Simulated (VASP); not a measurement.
Here is a VASP 6.6.1 calculation.

INCAR

```
ALGO     = Normal         # electronic algorithm
EDIFF    = 1E-7           # SCF threshold, eV
ENCUT    = 520            # plane-wave cutoff, eV
GGA      = CA             # functional
ISIF     = 2              # what is computed and relaxed
ISMEAR   = -1             # smearing method
LASPH    = True           # aspherical terms in the spheres
LCHARG   = False          # write CHGCAR
LREAL    = False          # projectors in reciprocal space
LWAVE    = False          # write WAVECAR
NBANDS   = 12             # bands
NELM     = 80             # most SCF steps
PREC     = Accurate       # precision mode
SIGMA    = 0.1            # smearing width, eV
```

File KPOINTS:

```
k-points
0
Gamma
  25 25 25
```

POSCAR

```
Cu
1.0
    0.0000000000      1.7106089260      1.7106089260
    1.7106089260      0.0000000000      1.7106089260
    1.7106089260      1.7106089260      0.0000000000
Cu
1
Direct
    0.0000000000      0.0000000000      0.0000000000
```

Potentials or basis: VASP PAW LDA potentials, release 64 (Cu).

Run with:

```sh
$ cat potpaw_LDA.64/Cu/POTCAR > POTCAR
$ mpirun -np 1 vasp_std > vasp.out
```

(1) What does it give for the pressure?

## Answers

(1) 20.4 GPa.
